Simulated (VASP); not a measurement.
Si3N4: single point with PBEsol

Crystal: Si3N4.

```
Si N
1.0
     7.62476    0.00000    0.00000
    -3.81238    6.60324    0.00000
     0.00000    0.00000    2.91042
Si N
6 8
Direct
  0.76758 0.17395 0.25000
  0.59363 0.76758 0.75000
  0.82605 0.59363 0.25000
  0.23242 0.82605 0.75000
  0.40637 0.23242 0.25000
  0.17395 0.40637 0.75000
  0.02963 0.33000 0.25000
  0.69963 0.02963 0.75000
  0.67000 0.69963 0.25000
  0.97037 0.67000 0.75000
  0.30037 0.97037 0.25000
  0.33000 0.30037 0.75000
  0.66667 0.33333 0.25000
  0.33333 0.66667 0.75000
```

| Property | Result |
| --- | --- |
| Program | VASP 6.6.1 |
| Task | single point |
| Functional | PBEsol |
| Potentials or basis | VASP PAW PBE potentials, release 64 (Si, N) |
| Cutoff | 520 eV |
| k mesh | 6 × 6 × 8 |
| Occupations | gaussian, width 0.02 eV |
| Spin | no spin polarisation |

```json
{"Pressure": "0.2 GPa", "Largest force": "0.005 eV/Å", "Band gap on the k mesh": "4.19 eV, indirect (least direct gap 4.38 eV)"}
```

Forces in eV/Å, atoms in the order of the input:
```
Si   0.002 -0.001  0.000
Si   0.001  0.001  0.000
Si   0.000  0.002  0.000
Si  -0.002  0.001  0.000
Si  -0.001 -0.001  0.000
Si   0.000 -0.002  0.000
N   -0.004 -0.003  0.000
N    0.000 -0.005  0.000
N    0.004 -0.002  0.000
N    0.004  0.003  0.000
N    0.000  0.005  0.000
N   -0.004  0.002  0.000
N    0.000  0.000  0.000
N    0.000  0.000  0.000
```

Levels at points of the mesh, in eV from the valence-band top:
```tsv
k point	band 28	band 29	band 30	band 31	band 32	band 33	band 34	band 35	band 36	band 37
(0.00, 0.00, 0.00)	-1.29	-1.29	-0.46	-0.37	-0.19	4.19	4.61	4.79	4.79	5.09
(0.50, 0.00, 0.00)	-1.68	-1.36	-0.77	-0.32	-0.25	4.50	4.60	4.75	5.16	5.68
(0.00, 0.00, 0.50)	-1.62	-1.62	-1.62	-1.36	-1.36	4.55	4.55	4.55	4.55	7.18
(0.50, 0.00, 0.50)	-1.89	-1.49	-1.49	-1.05	-1.05	4.64	4.64	5.71	5.71	6.05
```

Wall time 6.7 min on 1 thread of Intel Xeon 8259CL, on a shared host, peak memory 0.38 GiB.

Caveat: the PAW data sets were made with another functional, which shifts forces and pressure a little. Expect the measured gap to be larger: semilocal functionals such as PBEsol lack the derivative discontinuity.
